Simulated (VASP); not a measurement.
# Al3GaAs4 in VASP: further runs, part 2 of 2

VASP 6.6.1. Earlier steps stand in the parts before.

### Step 3. Single point, PBE

INCAR

```
PREC = Accurate ; ENCUT = 520
EDIFF = 1E-6 ; ISMEAR = 0
SIGMA = 0.1 ; LREAL = False
LASPH = True ; NELM = 100
ALGO = Normal ; ISIF = 2
LWAVE = False ; LCHARG = False
GGA = PE ; NBANDS = 31
```

KPOINTS

```
regular mesh
0
Gamma
  4 4 1
```

POSCAR

```
Al3GaAs4
1.0
    4.0760956499      0.0000923131     -0.0001174998
    0.0000595490      4.0723325581     -0.0007340443
   -0.0003904654     -0.0037106426     11.3382031366
Al Ga As
3 1 4
Direct
   -0.0000591330     -0.0000198333      0.7497330047
    0.0000724184      0.0000371017      0.2503202498
    0.4999375731      0.5001206085      0.4999782292
    0.4999772742      0.5002004213      0.9999996696
    0.5000126344      0.0000096296      0.8739297598
    0.0000198194      0.4999119835      0.1260938709
    0.5000327641     -0.0000668819      0.3750652765
    1.0000066495      0.4998069707      0.6248799396
```

Potentials or basis: VASP PAW PBE potentials, release 64 (Al, Ga_d, As).

Run with:

```
cat potpaw_PBE.64/Al/POTCAR potpaw_PBE.64/Ga_d/POTCAR potpaw_PBE.64/As/POTCAR > POTCAR
mpirun -np 1 vasp_std > vasp.out
```

OUTCAR:

```text
PREC = Accurate
   ENCUT = 520
   EDIFF = 1E-6
   ISMEAR = 0
   LREAL = False
   LASPH = True
   NELM = 100
   ISIF = 2
   GGA = PE

 ion  position               nearest neighbor table
   1  1.000  1.000  0.750-   5 2.48   5 2.48   8 2.48   8 2.48
   2  0.000  0.000  0.250-   6 2.48   6 2.48   7 2.48   7 2.48
   3  0.500  0.500  0.500-   7 2.48   7 2.48   8 2.48   8 2.48
   4  0.500  0.500  1.000-   5 2.49   5 2.49   6 2.49   6 2.49
   5  0.500  0.000  0.874-   1 2.48   1 2.48   4 2.49   4 2.49
   6  0.000  0.500  0.126-   2 2.48   2 2.48   4 2.49   4 2.49
   7  0.500  1.000  0.375-   3 2.48   3 2.48   2 2.48   2 2.48
   8  0.000  0.500  0.625-   1 2.48   1 2.48   3 2.48   3 2.48

  LATTYP: Found a triclinic cell.
 ALAT       =    11.3382037505
 B/A-ratio  =     0.3591691166
 C/A-ratio  =     0.3595010058
 COS(alpha) =     0.0000372755
 COS(beta)  =     0.0000632720
 COS(gamma) =     0.0005075210

  Lattice vectors:

 A1 = (   0.0003904654,   0.0037106426, -11.3382031366)
 A2 = (   0.0000595490,   4.0723325581,  -0.0007340443)
 A3 = (   4.0760956499,   0.0000923131,  -0.0001174998)

Analysis of symmetry for initial positions (statically):
=====================================================================
 Subroutine PRICEL returns:
 Original cell was already a primitive cell.

 Routine SETGRP: Setting up the symmetry group for a
 triclinic supercell.

 Subroutine GETGRP returns: Found  1 space group operations
 (whereof  1 operations were pure point group operations)
 out of a pool of  2 trial point group operations.

The static configuration has the point symmetry C_1 .

Analysis of symmetry for dynamics (positions and initial velocities):
=====================================================================
 Subroutine PRICEL returns:
 Original cell was already a primitive cell.

 Routine SETGRP: Setting up the symmetry group for a
 triclinic supercell.

 Subroutine GETGRP returns: Found  1 space group operations
 (whereof  1 operations were pure point group operations)
 out of a pool of  2 trial point group operations.

The dynamic configuration has the point symmetry C_1 .

 Subroutine INISYM returns: Found  1 space group operations
 (whereof  1 operations are pure point group operations),
 and found     1 'primitive' translations

----------------------------------------------------------------------------------------

                                     Primitive cell

  volume of cell :     188.2053

  direct lattice vectors                    reciprocal lattice vectors
     4.076095650  0.000092313 -0.000117500     0.245332810 -0.000003586  0.000008448
     0.000059549  4.072332558 -0.000734044    -0.000005559  0.245559528  0.000080364
    -0.000390465 -0.003710643 11.338203137     0.000002542  0.000015898  0.088197402

  length of vectors
     4.076095653  4.072332625 11.338203751     0.245332811  0.245559541  0.088197403

  position of ions in fractional coordinates (direct lattice)
     0.999940867  0.999980167  0.749733005
     0.000072418  0.000037102  0.250320250
     0.499937573  0.500120608  0.499978229
     0.499977274  0.500200421  0.999999670
     0.500012634  0.000009630  0.873929760
     0.000019819  0.499911983  0.126093871
[... 66 lines left out ...]
  0.250000 -0.250000 -0.000000      2.000000
  0.500000  0.250000  0.000000      2.000000
 -0.000000  0.500000  0.000000      1.000000
  0.250000  0.500000  0.000000      2.000000
  0.500000  0.500000  0.000000      1.000000
   k-points           NKPTS =     10   k-points in BZ     NKDIM =     10   number of bands    NBANDS=     31
   number of dos      NEDOS =    301   number of ions     NIONS =      8
   total plane-waves  NPLWV =  75600
   dimension x,y,z NGX =    30 NGY =   30 NGZ =   84
   dimension x,y,z NGXF=    60 NGYF=   60 NGZF=  168
   ions per type =               3   1   4
   NGX,Y,Z   is equivalent  to a cutoff of  12.24, 12.25, 12.32 a.u.
   NGXF,Y,Z  is equivalent  to a cutoff of  24.47, 24.49, 24.63 a.u.
 SYSTEM =  unknown system
   PREC   = accura    normal or accurate (medium, high low for compatibility)
   ISTART =      0    job   : 0-new  1-cont  2-samecut
   ICHARG =      2    charge: 1-file 2-atom 10-const
   ISPIN  =      1    spin polarized calculation?
   LNONCOLLINEAR =      F non collinear calculations
   LSORBIT =      F    spin-orbit coupling
   LASPH  =      T    aspherical Exc in radial PAW
   ENCUT  =  520.0 eV  38.22 Ry    6.18 a.u.   7.58  7.57 21.08*2*pi/ulx,y,z
   NELM   =    100;   NELMIN=  2; NELMDL= -5     # of ELM steps
   EDIFF  = 0.1E-05   stopping-criterion for ELM
   LREAL  =      F    real-space projection
   EDIFFG = 0.1E-04   stopping-criterion for IOM
   NSW    =      0    number of steps for IOM
   IBRION =     -1    ionic relax: 0-MD 1-quasi-New 2-CG
   NFREE  =      0    steps in history (QN), initial steepest desc. (CG)
   ISIF   =      2    stress and relaxation
   ISYM   =      2    0-nonsym 1-usesym 2-fastsym
   POTIM  = 0.5000    time-step for ionic-motion
   TEBEG  =    0.0;   TEEND  =   0.0 temperature during run
   PSTRESS=    0.0 pullay stress
   NELECT =      42.0000    total number of electrons
   NUPDOWN=      -1.0000    fix difference up-down
   EMIN   =  10.00;   EMAX   =-10.00  energy-range for DOS
   EFERMI =   0.00;   METHOD = LEGACY
   ISMEAR =     0;   SIGMA  =   0.10  broadening in eV -4-tet -1-fermi 0-gaus
   EFERMI_NEDOS =   21; number of points for ismear=-14 and -15
   IALGO  =     38    algorithm
   IMIX   =      4    mixing-type and parameters
     AMIX     =   0.40;   BMIX     =  1.00
     AMIX_MAG =   1.60;   BMIX_MAG =  1.00
  volume/ion in A,a.u.               =      23.53       158.76
  Fermi-wavevector in a.u.,A,eV,Ry     =   0.992996  1.876490 13.415892  0.986040
  Thomas-Fermi vector in A             =   2.124846
   LORBIT       =      0    0 simple, 1 ext, 2 COOP (PROOUT), +10 PAW based schemes
   GGA     = PE    functional components
   LHFCALC =     F    Hartree Fock is set to
   AEXX    =    0.0000 exact exchange contribution
   IVDW    =     0    specifies the selected vdW correction
   LEPSILON=     F    determine dielectric tensor
   LRPA    =     F    only Hartree local field effects (RPA)
 non-spin polarized calculation
 Gauss-broadening in eV      SIGMA  =   0.10
  energy-cutoff  :      520.00
  volume of cell :      188.21
 maximum number of plane-waves:      5096
   NGX = 15   NGY = 15   NGZ = 43

 number of electron      42.0000028 magnetization

 Free energy of the ion-electron system (eV)
  ---------------------------------------------------
  ext. energy  EPLUGINS =         0.00000000
  ---------------------------------------------------
  free energy    TOTEN  =       -36.23732205 eV

  energy without entropy =      -36.23732205  energy(sigma->0) =      -36.23732205

 E-fermi :   4.1126     XC(G=0):  -9.0193

 val. band max:        3.6220081670   @ k =   0.0000   0.0000   0.0000
 cond. band min:       4.8531846275   @ k =   0.0000   0.0000   0.0000
 fundamental gap:      1.2311764605
 Fermi energy:         4.1126029515

 k-point     1 :       0.0000    0.0000    0.0000
  band No.  band energies     occupation
      1     -10.9122      2.00000
      2     -10.8512      2.00000
      3     -10.8510      2.00000
      4     -10.8165      2.00000
      5     -10.7914      2.00000
      6      -8.2790      2.00000
[... 329 lines left out ...]
     30       9.2247      0.00000
     31       9.2260      0.00000

------------------------ aborting loop because EDIFF is reached ----------------------------------------

  FORCE on cell =-STRESS in cart. coord.  units (eV):
  Direction    XX          YY          ZZ          XY          YZ          ZX
  --------------------------------------------------------------------------------------
  -------------------------------------------------------------------------------------
  Total        0.2633671      0.4098991      0.1653871     -0.0013179      0.0232466      0.0012540
  in kB        2.2420240      3.4894396      1.4079275     -0.0112191      0.1978966      0.0106750
  external PRESSURE =       2.3797970 kB  Pullay stress =       0.0000000 kB

 VOLUME and BASIS-vectors are now :
 -----------------------------------------------------------------------------
  energy-cutoff  :      520.00
  volume of cell :      188.21
      direct lattice vectors                 reciprocal lattice vectors
     4.076095650  0.000092313 -0.000117500     0.245332810 -0.000003586  0.000008448
     0.000059549  4.072332558 -0.000734044    -0.000005559  0.245559528  0.000080364
    -0.000390465 -0.003710643 11.338203137     0.000002542  0.000015898  0.088197402

 POSITION                                       TOTAL-FORCE (eV/Angst)
 -----------------------------------------------------------------------------------
      4.07562      4.06956      8.49977         0.002120     -0.002160      0.004234
      0.00020     -0.00078      2.83818        -0.001570     -0.001431      0.000140
      2.03763      2.03485      5.66843         0.001972     -0.003381      0.007049
      2.03759      2.03332     11.33777         0.000919     -0.003149      0.008180
      2.03776     -0.00316      9.90873        -0.001939      0.001978     -0.014819
      0.00006      2.03534      1.42931        -0.000655      0.001822      0.001723
      2.03809      4.07071      4.25177         0.001124      0.002883     -0.004006
     -0.00019      2.03306      7.08465        -0.001972      0.003437     -0.002501
 -----------------------------------------------------------------------------------
    total drift:                                0.000012     -0.000077     -0.000001

  FREE ENERGIE OF THE ION-ELECTRON SYSTEM (eV)
  ---------------------------------------------------
  free  energy   TOTEN  =       -36.2373220535 eV

  energy  without entropy=      -36.2373220535  energy(sigma->0) =      -36.23732205
```

It took 40 s on 1 thread of Intel Xeon 6975P-C (Granite Rapids), shared host; peak memory 0.27 GiB.

Results:

| Item | Value |
| --- | --- |
| Free energy | -36.2373 eV |
| Pressure | 0.2 GPa |
| Largest force | 0.015 eV/Å |
| Band gap on the k mesh | 1.23 eV |

Forces in eV/Å, atoms in the order of the input:
```
Al   0.002 -0.002  0.004
Al  -0.002 -0.001  0.000
Al   0.002 -0.003  0.007
Ga   0.001 -0.003  0.008
As  -0.002  0.002 -0.015
As  -0.001  0.002  0.002
As   0.001  0.003 -0.004
As  -0.002  0.003 -0.003
```

Stress tensor (GPa, compression positive):
```
0.22 0.00 0.00
0.00 0.35 0.02
0.00 0.02 0.14
```

Caveat: the k points lie up to 0.55 Å⁻¹ apart; an odd mesh through Γ misses points on the zone boundary, where band edges can lie.
